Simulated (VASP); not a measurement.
**Si3Sn: single point with PBE**

The system is Si3Sn.

```xyz
4
Lattice="4.2035 0.0000 0.0000 0.0000 4.2035 0.0000 0.0000 0.0000 4.2035" Properties=species:S:1:pos:R:3 pbc="T T T"
Si    2.1018    0.0000    2.1018
Si    0.0000    2.1018    2.1018
Si    2.1018    2.1018    0.0000
Sn    0.0000    0.0000    0.0000
```

```
Program             : VASP 6.6.1
Task                : single point
Functional          : PBE
Potentials or basis : VASP PAW PBE potentials, release 64 (Si, Sn_d)
Cutoff              : 520 eV
k mesh              : 12 × 12 × 12
Occupations         : gaussian, width 0.1 eV
Spin                : no spin polarisation
```

- Pressure: 0.0 GPa
- Band gap on the k mesh: zero (bands 13 and 14 overlap by 2.84 eV)

Levels at points of the mesh, in eV from the Fermi level:
| k point | band 9 | band 10 | band 11 | band 12 | band 13 | band 14 | band 15 | band 16 | band 17 | band 18 |
| --- | --- | --- | --- | --- | --- | --- | --- | --- | --- | --- |
| (0.00, 0.00, 0.00) | -4.50 | -4.50 | -4.50 | -4.14 | 2.02 | 2.02 | 2.02 | 3.13 | 3.13 | 3.13 |
| (0.50, 0.00, 0.00) | -3.28 | -2.44 | -2.44 | -2.36 | -2.36 | -0.82 | -0.79 | 4.25 | 4.25 | 4.39 |
| (0.50, 0.50, 0.00) | -8.43 | -0.57 | -0.48 | -0.48 | -0.46 | -0.40 | -0.40 | 0.03 | 0.27 | 5.69 |
| (0.50, 0.50, 0.50) | -7.05 | -5.87 | -5.87 | -5.87 | -5.59 | 6.04 | 6.04 | 6.04 | 6.43 | 6.43 |

Wall time 29 s on 1 thread of Intel(R) Xeon(R) 6975P-C (Granite Rapids), with other jobs on the host, peak memory 0.24 GiB.

Caveat: spin-orbit coupling is left out, which moves the levels of the heavy elements.
